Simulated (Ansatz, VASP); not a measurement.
# One calculation of Ru, two programs

Contents of POSCAR:

```
Ru
1.0
    2.7058000000      0.0000000000      0.0000000000
   -1.3529000000      2.3432915400      0.0000000000
    0.0000000000      0.0000000000      4.2819000000
Ru
2
Direct
    0.3333333300      0.6666666700      0.2500000000
    0.6666666700      0.3333333300      0.7500000000
```

The input INCAR.step1:

```
SYSTEM = Ru
PREC     = Accurate       ! precision mode
ENCUT    = 550            ! plane-wave cutoff, eV
ISMEAR   = -1             ! smearing method
SIGMA    = 0.5            ! smearing width, eV
LREAL    = .FALSE.        ! projectors in reciprocal space
LASPH    = .TRUE.         ! aspherical terms in the spheres
NELM     = 120            ! most SCF steps
NBANDS   = 21             ! bands
GGA      = PE             ! functional
ALGO     = Normal         ! electronic algorithm
EDIFF    = 1E-5           ! SCF threshold, eV
LWAVE    = .TRUE.         ! write WAVECAR
LCHARG   = .FALSE.        ! write CHGCAR
GGA_COMPAT= .FALSE.
```

INCAR.step2

```
SYSTEM = Ru
PREC     = Accurate       ! precision mode
ENCUT    = 550            ! plane-wave cutoff, eV
EDIFF    = 1E-6           ! SCF threshold, eV
ISMEAR   = -1             ! smearing method
SIGMA    = 0.5            ! smearing width, eV
LREAL    = .FALSE.        ! projectors in reciprocal space
LASPH    = .TRUE.         ! aspherical terms in the spheres
NELM     = 120            ! most SCF steps
ALGO     = Normal         ! electronic algorithm
ISIF     = 2              ! what is computed and relaxed
LWAVE    = .FALSE.        ! write WAVECAR
LCHARG   = .FALSE.        ! write CHGCAR
METAGGA  = R2SCAN         ! meta-GGA
LMIXTAU  = .TRUE.       
NBANDS   = 21             ! bands
ISTART   = 1            
GGA_COMPAT= .FALSE.
```

Contents of KPOINTS:

```
Automatic mesh
0
G
  14 14 8
  0 0 0
```

Input for Ansatz:

```yaml
crystal:
  lattice:
    - [2.7058, 0.0, 0.0]
    - [-1.3529, 2.34329154, 0.0]
    - [0.0, 0.0, 4.2819]
  atoms:
    - { symbol: Ru, position: [0.33333333000000004, 0.66666667, 0.25] }
    - { symbol: Ru, position: [0.66666667, 0.33333333, 0.75] }
basis:
  ecutwfc: 530.0
kpoints:
  mp_grid:
    grid: [14, 14, 8]
hamiltonian:
  xc: r2scan
scf:
  occupations:
    method: fermi_dirac
    width: 0.5
output:
  forces: true
  stress: true
```

Alike in both runs: task single point; functional r2SCAN; k mesh 14 × 14 × 8; occupations fermi-dirac, width 0.5 eV; no spin polarisation.

```csv
,VASP,Ansatz
version,VASP 6.6.1,Ansatz 0.2.0
potentials or method,"VASP PAW PBE potentials, release 64 (Ru_pv), cutoff 550 eV","plane waves, PAW"
valence electrons in the cell,28,32
```

|  | VASP | Ansatz | Ansatz less VASP |
| --- | --- | --- | --- |
| pressure (GPa) | 7.1 | 5.7 | -1.50 |
| traceless stress, the component that is largest in VASP (GPa) | 0.79 | 0.68 | -0.104 |

VASP's potentials were made for PBE, not for r2SCAN. The functional is the same, so the differences come from potentials, cutoffs and numerics. VASP's potentials hold 28 valence electrons a cell and Ansatz's 32, so a difference there can come from the potentials and not from the codes.
